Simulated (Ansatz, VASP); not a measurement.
**Two plane-wave programs on Ag**

Contents of INCAR:

```
SYSTEM = Ag
PREC = Accurate ; ENCUT = 520
EDIFF = 1E-7 ; ISMEAR = 0
SIGMA = 0.15 ; LREAL = .False.
LASPH = .True. ; NELM = 100
ALGO = Normal ; ISIF = 2
LWAVE = .False. ; LCHARG = .False.
GGA = PS ; NBANDS = 12
```

File KPOINTS:

```
regular mesh
0
Gamma
  20 20 20
  0 0 0
```

POSCAR

```
Ag
1.0
    0.0000000000      1.9818070000      1.9818070000
    1.9818070000      0.0000000000      1.9818070000
    1.9818070000      1.9818070000      0.0000000000
Ag
1
Direct
    0.0000000000      0.0000000000      0.0000000000
```

Input for Ansatz:

```yaml
crystal:
  lattice:
    - [0.0, 1.981807, 1.981807]
    - [1.981807, 0.0, 1.981807]
    - [1.981807, 1.981807, 0.0]
  atoms:
    - { symbol: Ag, position: [0.0, 0.0, 0.0] }
basis:
  ecutwfc: 420
kpoints:
  mp_grid: { grid: [20, 20, 20] }
hamiltonian:
  xc: pbesol
scf:
  occupations: { method: gaussian, width: 0.15 }
output:
  forces: true
  stress: true
  eigenvalues: true
```

Change from the starting cell: strain -0.030 along x and y, -0.030 along z, atoms carried along.

Alike in both runs: task single point; functional PBEsol; k mesh 20 × 20 × 20; occupations gaussian, width 0.15 eV; no spin polarisation.

```csv
,VASP,Ansatz
version,VASP 6.6.1,Ansatz 0.2.0
potentials or method,"VASP PAW PBE potentials, release 64 (Ag), cutoff 520 eV","scalar-relativistic, plane waves, PAW"
valence electrons in the cell,11,19
```

VASP gave:

- gap on the k mesh at the Fermi level (eV): none
- pressure (GPa): 9.5

Q: What did Ansatz give for the same quantities?

A: gap on the k mesh at the Fermi level (eV): none; pressure (GPa): 9.8.

VASP's potentials were made for PBE, not for PBEsol. A gap of «none» marks a metal or a gap that the smearing closes. VASP's potentials hold 11 valence electrons a cell and Ansatz's 19, so a difference there can come from the potentials and not from the codes.
